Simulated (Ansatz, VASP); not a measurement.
## BAs in VASP and in Ansatz

```
B As
1.0
     1.63626    0.94469    2.66136
    -1.63626    0.94469    2.66136
     0.00000   -1.88939    2.66136
B As
1 1
Direct
  0.00000 0.00000 0.00000
  0.50000 0.50000 0.50000
```

Change from the starting cell: species swapped into the MnS type (R-3m, No. 166).

Alike in both runs: functional PBE; k mesh 7 × 7 × 7; occupations gaussian, width 0.2 eV; no spin polarisation.

Ansatz relaxed the structure, and its values are those at the end. VASP's run is a single point on that final structure, the one shown.

```csv
,VASP,Ansatz
version,VASP 6.6.1,Ansatz 0.2.0
potentials or method,"VASP PAW PBE potentials, release 64 (B, As), cutoff 500 eV","scalar-relativistic, plane waves, PAW"
valence electrons in the cell,8,18
```

VASP gave:

* gap on the k mesh at the Fermi level (eV): none
* pressure (GPa): 0.1

Estimate Ansatz's values.

gap on the k mesh at the Fermi level (eV): none; pressure (GPa): -0.2.

A gap of «none» marks a metal or a gap that the smearing closes. The functional is the same, so the differences come from potentials, cutoffs and numerics. VASP's potentials hold 8 valence electrons a cell and Ansatz's 18, so a difference there can come from the potentials and not from the codes.
